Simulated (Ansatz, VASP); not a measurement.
**Two plane-wave programs on Sn3H**

```
CELL_PARAMETERS angstrom
6.26428 0.00000 0.00000
-3.13214 5.42503 0.00000
0.00000 0.00000 5.35957
ATOMIC_POSITIONS crystal
Sn 0.16796 0.33592 0.25000
Sn 0.16796 0.83204 0.25000
Sn 0.66408 0.83204 0.25000
Sn 0.83204 0.66408 0.75000
Sn 0.83204 0.16796 0.75000
Sn 0.33592 0.16796 0.75000
H 0.33333 0.66667 0.75000
H 0.66667 0.33333 0.25000
```

Change from the starting cell: species swapped into the LiAg3 type (P6_3/mmc, No. 194).

Alike in both runs: functional PBE; k mesh 3 × 3 × 4; occupations gaussian, width 0.1 eV; no spin polarisation.

Ansatz relaxed the structure, and its values are those at the end. VASP's run is a single point on that final structure, the one shown.

```csv
,VASP,Ansatz
version,VASP 6.6.1,Ansatz 0.2.0
potentials or method,"VASP PAW PBE potentials, release 64 (Sn_d, H), cutoff 520 eV","scalar-relativistic, plane waves, PAW"
valence electrons in the cell,86,86
```

|  | VASP | Ansatz | Ansatz less VASP |
| --- | --- | --- | --- |
| gap on the k mesh at the Fermi level (eV) | none | none | - |
| pressure (GPa) | 0.0 | 0.0 | +0.06 |

A gap of «none» marks a metal or a gap that the smearing closes. With one functional, cell and mesh, what is left measures potentials, basis and numerics.

The k mesh is coarse, so the values compare programs but aren't converged.
